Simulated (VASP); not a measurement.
A run of VASP 6.6.1:

File INCAR:

```
SYSTEM = TeAs
PREC = Accurate
ENCUT = 520
EDIFF = 1E-6
ISMEAR = 1
SIGMA = 0.1
LREAL = .FALSE.
LASPH = .TRUE.
NELM = 60
ALGO = Normal
ISIF = 2
LWAVE = .FALSE.
LCHARG = .FALSE.
GGA = PS
NBANDS = 12
```

The input KPOINTS:

```
regular mesh
0
G
  8 8 8
  0 0 0
```

POSCAR

```
TeAs
1.0
    0.0000000000      2.9275584752      2.9275584752
    2.9275584752      0.0000000000      2.9275584752
    2.9275584752      2.9275584752      0.0000000000
Te As
1 1
Direct
    0.5000000000      0.5000000000      0.5000000000
    0.0000000000      0.0000000000      0.0000000000
```

Potentials or basis: VASP PAW PBE potentials, release 64 (Te, As).

The run is started by

```sh
$ cat potpaw_PBE.64/Te/POTCAR potpaw_PBE.64/As/POTCAR > POTCAR
$ mpirun -np 1 vasp_std > vasp.out
```

Hardware: 1 thread of AMD EPYC 9R45 (Zen 5), with other jobs on the host.

Task: How long does it take, and how much memory?

Result: Run time: 12 s on 1 thread of AMD EPYC 9R45 (Zen 5), on a shared host, peak memory 0.14 GiB. Counts: scf iterations 10, k points 29.
